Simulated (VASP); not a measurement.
A run of VASP 6.6.1 is set up as follows.

File INCAR:

```
PREC     = Accurate       # precision mode
ENCUT    = 520            # plane-wave cutoff, eV
EDIFF    = 1E-6           # SCF threshold, eV
ISMEAR   = 0              # smearing method
SIGMA    = 0.01           # smearing width, eV
LREAL    = Auto         
LASPH    = T              # aspherical terms in the spheres
NELM     = 200            # most SCF steps
ALGO     = Normal         # electronic algorithm
ISIF     = 2              # what is computed and relaxed
LWAVE    = F              # write WAVECAR
LCHARG   = F              # write CHGCAR
ISPIN    = 2              # spin polarisation
MAGMOM   = 0.01 0.01 0.03 0.03 0.04 0.03 0.03 0.17 0.03 0.03 0.17 0.04 0.01 0.04 0.17 0.01 0.04 0.17 0.04 0.03 0.17 0.17 0.03 0.03 0.04 0.03 0.01 0.01 0.03 0.03 0.09 # initial moments
LORBIT   = 11             # projections on sites
NUPDOWN  = 3.0            # fixed moment
GGA      = PE             # functional
NBANDS   = 92             # bands
NELECT   = 131.0        
GGA_COMPAT= F
```

The input KPOINTS:

```
Automatic mesh
0
Gamma
  1 1 1
  0.25 0.25 0.25
```

Contents of POSCAR:

```
GaC30
1.0
   -3.5716218700      3.5716218700      3.5716218700
    3.5716218700     -3.5716218700      3.5716218700
    3.5716218700      3.5716218700     -3.5716218700
C Ga
30 1
Direct
    0.0042857185      0.0057043304      0.0042857185
    0.0042857185      0.2542857185      0.7557043304
    0.0047184667      0.5031300267      0.5054069195
    0.0047184667      0.7554069195      0.2531300267
    0.2560938380      0.0051844655      0.7551844655
    0.2531300267      0.2547184667      0.5054069195
    0.2531300267      0.7554069195      0.0047184667
    0.5045099381      0.0289056883      0.5045099381
    0.5054069195      0.2547184667      0.2531300267
    0.5054069195      0.5031300267      0.0047184667
    0.5045099381      0.7545099381      0.7789056883
    0.7551844655      0.0051844655      0.2560938380
    0.7557043304      0.2542857185      0.0042857185
    0.7551844655      0.5060938380      0.7551844655
    0.7789056883      0.7545099381      0.5045099381
    0.0023613766      0.0037794007      0.7537794007
    0.0028824868      0.2528824868      0.5019629370
   -0.0208366636      0.5035556206      0.2535556206
    0.0028824868      0.7519629370      0.0028824868
    0.2526539706      0.0033487486      0.5049334935
    0.2535556206      0.2291633364      0.2535556206
    0.2535556206      0.5035556206     -0.0208366636
    0.2526539706      0.7549334935      0.7533487486
    0.5049334935      0.0033487486      0.2526539706
    0.5019629370      0.2528824868      0.0028824868
    0.5049334935      0.5026539706      0.7533487486
    0.7537794007      0.0037794007      0.0023613766
    0.7537794007      0.2523613766      0.7537794007
    0.7533487486      0.5026539706      0.5049334935
    0.7533487486      0.7549334935      0.2526539706
    0.3790299821      0.6290299821      0.3790299821
```

Potentials or basis: VASP PAW PBE potentials, release 64 (C, Ga_d).

Command:

```bash
$ cat potpaw_PBE.64/C/POTCAR potpaw_PBE.64/Ga_d/POTCAR > POTCAR
$ mpirun -np 1 vasp_std > vasp.out
```

Question: What does it give for the largest force?

Answer: 0.026 eV/Å.

Forces in eV/Å, atoms in the order of the input:
```
C   -0.007 -0.006 -0.007
C   -0.007 -0.007 -0.006
C   -0.006  0.003 -0.025
C   -0.006 -0.025  0.003
C   -0.017 -0.006 -0.006
C    0.003 -0.006 -0.025
C    0.003 -0.025 -0.006
C   -0.010 -0.003 -0.010
C   -0.025 -0.006  0.003
C   -0.025  0.003 -0.006
C   -0.010 -0.010 -0.003
C   -0.006 -0.006 -0.017
C   -0.006 -0.007 -0.007
C   -0.006 -0.017 -0.006
C   -0.003 -0.010 -0.010
C    0.006  0.007  0.007
C    0.006  0.006  0.017
C    0.003  0.010  0.010
C    0.006  0.017  0.006
C    0.025  0.006 -0.003
C    0.010  0.003  0.010
C    0.010  0.010  0.003
C    0.025 -0.003  0.006
C   -0.003  0.006  0.025
C    0.017  0.006  0.006
C   -0.003  0.025  0.006
C    0.007  0.007  0.006
C    0.007  0.006  0.007
C    0.006  0.025 -0.003
C    0.006 -0.003  0.025
Ga   0.000  0.000  0.000
```

Caveat: the k points lie up to 1.24 Å⁻¹ apart; the cell carries a net charge on a neutralising background, which shifts energy and pressure; the moment is held away from its start; the total moment is fixed, so each spin has its own Fermi level.
